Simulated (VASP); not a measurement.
**Si16HC16 (a cell with a defect) (H interstitial hop between voids): single point with PBE**

The system is Si16HC16 (a cell with a defect) (H interstitial hop between voids).

```
Si C H
1.0
    -4.37971    4.37971   -4.37971
     4.37971    4.37971    4.37971
     4.37971   -4.37971   -4.37971
Si C H
16 16 1
Direct
  0.99981 0.99829 0.74800
  0.99980 0.24739 0.49880
  0.99982 0.49959 0.24438
  0.99981 0.74380 0.00018
  0.24893 0.00093 0.50147
  0.25199 0.25043 0.25234
  0.24395 0.49960 0.00018
  0.25201 0.75180 0.75103
  0.50115 0.00092 0.24932
  0.49846 0.24741 0.00017
  0.49850 0.49961 0.74800
  0.50114 0.74873 0.50149
  0.74763 0.99826 0.00016
  0.75557 0.25536 0.75593
  0.74762 0.49959 0.49883
  0.75063 0.75174 0.25232
  0.99978 0.99895 0.00016
  0.99980 0.24474 0.74527
  0.99977 0.49959 0.49944
  0.99982 0.75450 0.25501
  0.24981 0.99962 0.75018
  0.24982 0.24963 0.50021
  0.25470 0.49957 0.25504
  0.25469 0.75445 0.00013
  0.50043 0.00023 0.50079
  0.49978 0.24955 0.25018
  0.49924 0.49961 0.00021
  0.49979 0.74957 0.75015
  0.74977 0.99958 0.25018
  0.74495 0.24472 0.00017
  0.74498 0.49959 0.74530
  0.74980 0.74961 0.50017
  0.99989 0.49964 0.00024
```

```
Program                : VASP 6.6.1
Task                   : single point
Functional             : PBE
Potentials or basis    : VASP PAW PBE potentials, release 64 (Si, C, H)
Cutoff                 : 520 eV
k mesh                 : 1 × 1 × 1
Occupations            : fermi-dirac, width 0.01 eV
Spin                   : no spin polarisation
Dipole correction      : no
Charge                 : -1
Further INCAR settings : LREAL = Auto; ALGO = Normal; EDIFF = 1e-06; NBANDS = 86; NELECT = 130.0
```

| Item | Value |
| --- | --- |
| Largest force | 0.033 eV/Å |

Forces on the atoms (eV/Å):
```
Si   0.005  0.009  0.011
Si   0.014 -0.002 -0.003
Si   0.011 -0.005 -0.007
Si   0.006  0.017  0.015
Si  -0.006 -0.002  0.003
Si   0.009  0.005  0.008
Si  -0.018  0.020 -0.012
Si   0.004 -0.006  0.001
Si  -0.007 -0.006  0.011
Si  -0.007  0.014 -0.009
Si  -0.008  0.008 -0.007
Si  -0.004 -0.003  0.012
Si   0.009  0.008  0.009
Si  -0.010 -0.007  0.010
Si   0.007 -0.003 -0.004
Si  -0.003  0.013 -0.007
C    0.003  0.002 -0.001
C    0.029 -0.006 -0.004
C    0.006 -0.008 -0.013
C   -0.029 -0.008 -0.006
C   -0.002 -0.007 -0.002
C   -0.005 -0.003  0.000
C    0.003 -0.002  0.030
C    0.005 -0.032 -0.003
C   -0.005 -0.010  0.002
C   -0.001  0.001  0.000
C   -0.003 -0.004  0.003
C    0.001 -0.001 -0.003
C   -0.006  0.001 -0.003
C   -0.001  0.024  0.001
C    0.002 -0.003 -0.027
C   -0.002 -0.004 -0.006
H   -0.001  0.001  0.003
```

Levels at points of the mesh, in eV from the Fermi level:
| k point | band 63 | band 64 | band 65 | band 66 | band 67 | band 68 |
| --- | --- | --- | --- | --- | --- | --- |
| (0.00, 0.00, 0.00) | -0.29 | -0.29 | -0.29 | 1.05 | 1.05 | 2.98 |

Wall time 32 s on 1 thread of AMD EPYC 9R45 96-Core Processor (Zen 5), on a shared host, peak memory 0.35 GiB.

Caveat: the k points lie up to 1.01 Å⁻¹ apart; the cell carries a net charge on a neutralising background, which shifts energy and pressure; the cell is charged against a uniform background, so pressure and absolute levels hang on convention.
